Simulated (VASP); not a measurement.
Crystal: Nb2O.

```xyz
6
Lattice="4.2563 0.0000 0.0000 0.0000 5.1948 0.0000 0.0000 0.0000 3.2430" Properties=species:S:1:pos:R:3 pbc="T T T"
Nb    0.8530    1.9673    0.0000
Nb    3.4034    3.2276    0.0000
Nb    2.9811    0.6301    1.6215
Nb    1.2752    4.5647    1.6215
O     0.0000    0.0000    0.0000
O     2.1282    2.5974    1.6215
```

* Program: VASP 6.6.1
* Task: relaxation of cell and atoms
* Functional: PBE
* Potentials or basis: VASP PAW PBE potentials, release 64 (Nb_sv, O)
* Cutoff: 600 eV
* k mesh: 4 × 4 × 6
* Occupations: gaussian, width 0.1 eV
* Spin: no spin polarisation

At the start: pressure 47.8 GPa; volume 11.95 Å³/atom.

Problem. Where does the relaxation end?

Solution. Over 21 steps the energy falls by 760.8 meV/atom and the volume is 13.64 Å³/atom (+14.2 %); space group Pnnm (No. 58, to 0.05 Å).

The path:
| step | energy change (eV) | largest force (eV/Å) | pressure (GPa) | volume (Å³) |
| --- | --- | --- | --- | --- |
| 1 | 0.0000 | 5.3533 | 47.76 | 71.71 |
| 2 | 0.8681 | 0.1558 | -35.84 | 114.56 |
| 3 | -3.3276 | 0.9080 | -11.70 | 88.15 |
| 4 | -3.3564 | 1.0364 | -9.03 | 86.85 |
| 5 | -3.3593 | 1.1037 | -7.70 | 86.24 |
| 6 | -3.9333 | 0.8604 | 3.74 | 80.97 |
| 7 | -3.9424 | 0.9224 | 6.15 | 80.17 |
| 8 | -4.2059 | 0.6639 | -2.90 | 83.06 |
| 9 | -4.2297 | 0.5398 | -6.22 | 84.39 |
| 10 | -4.3541 | 0.2524 | -1.90 | 82.81 |
| 11 | -4.3590 | 0.2171 | -1.04 | 82.54 |
| 12 | -4.4830 | 0.2030 | 1.90 | 81.41 |
| 13 | -4.5141 | 0.2233 | 4.04 | 80.67 |
| 14 | -4.5460 | 0.1362 | -2.53 | 82.92 |
| 15 | -4.5519 | 0.1596 | -0.75 | 82.27 |
| 16 | -4.5598 | 0.1186 | -0.15 | 82.04 |
| 17 | -4.5610 | 0.1057 | 0.21 | 81.91 |
| 18 | -4.5628 | 0.0818 | -0.16 | 82.02 |
| 19 | -4.5638 | 0.0524 | -0.68 | 82.17 |
| 20 | -4.5648 | 0.0394 | -0.22 | 81.99 |
| 21 | -4.5651 | 0.0320 | 0.11 | 81.85 |

Final structure:
```
Nb O
1.0
     5.21065    0.00000    0.00000
     0.00000    5.56089    0.00000
     0.00000    0.00000    2.82494
Nb O
4 2
Direct
  0.22100 0.32495 0.00000
  0.77900 0.67505 0.00000
  0.72100 0.17505 0.50000
  0.27900 0.82495 0.50000
  0.00000 0.00000 0.00000
  0.50000 0.50000 0.50000
```

Caveat: the k points lie up to 0.37 Å⁻¹ apart in the final cell.
